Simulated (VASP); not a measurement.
Here is a VASP 6.6.1 calculation.

The input POSCAR:

```
Ti2C
1.0
    1.5389798857      0.8885304513      4.7003350521
   -1.5389798857      0.8885304513      4.7003350521
    0.0000000000     -1.7770609026      4.7003350521
Ti C
2 1
Direct
    0.2452135240      0.2452135240      0.2452135240
    0.7547864760      0.7547864760      0.7547864760
    0.5000000000      0.5000000000      0.5000000000
```

INCAR.step1

```
  PREC = Accurate
  ENCUT = 520
  ISMEAR = 0
  SIGMA = 0.15
  LREAL = False
  LASPH = True
  NELM = 80
  NBANDS = 21
  GGA = PE
  ALGO = Normal
  EDIFF = 1E-4
  LWAVE = True
  LCHARG = False
```

The input INCAR.step2:

```
  PREC = Accurate
  ENCUT = 520
  EDIFF = 1E-7
  ISMEAR = 0
  SIGMA = 0.15
  LREAL = False
  LASPH = True
  NELM = 80
  ALGO = Normal
  ISIF = 2
  LWAVE = False
  LCHARG = False
  METAGGA = R2SCAN
  LMIXTAU = True
  NBANDS = 21
  ISTART = 1
```

Contents of KPOINTS:

```
regular mesh
0
Gamma
  18 18 18
```

Potentials or basis: VASP PAW PBE potentials, release 64 (Ti_sv, C).

The run is started by

```bash
$ cat potpaw_PBE.64/Ti_sv/POTCAR potpaw_PBE.64/C/POTCAR > POTCAR
$ cp INCAR.step1 INCAR
$ mpirun -np 1 vasp_std > vasp.out
$ cp INCAR.step2 INCAR
$ mpirun -np 1 vasp_std > vasp.out
```

Question: Predict the pressure.

Answer: 5.8 GPa.

Question: Predict the band gap on the k mesh.

Answer: Zero (bands 14 and 15 overlap by 1.14 eV).

Question: Estimate the largest force.

Answer: 0.514 eV/Å.

Stress tensor (GPa, compression positive):
```
3.94 0.00 0.00
0.00 3.94 0.00
0.00 0.00 9.54
```

Caveat: the cell differs from its parent crystal (strain +0.000 along x and y, -0.025 along z); the cell stands under pressure; the PAW data sets were made with another functional, which shifts forces and pressure a little.
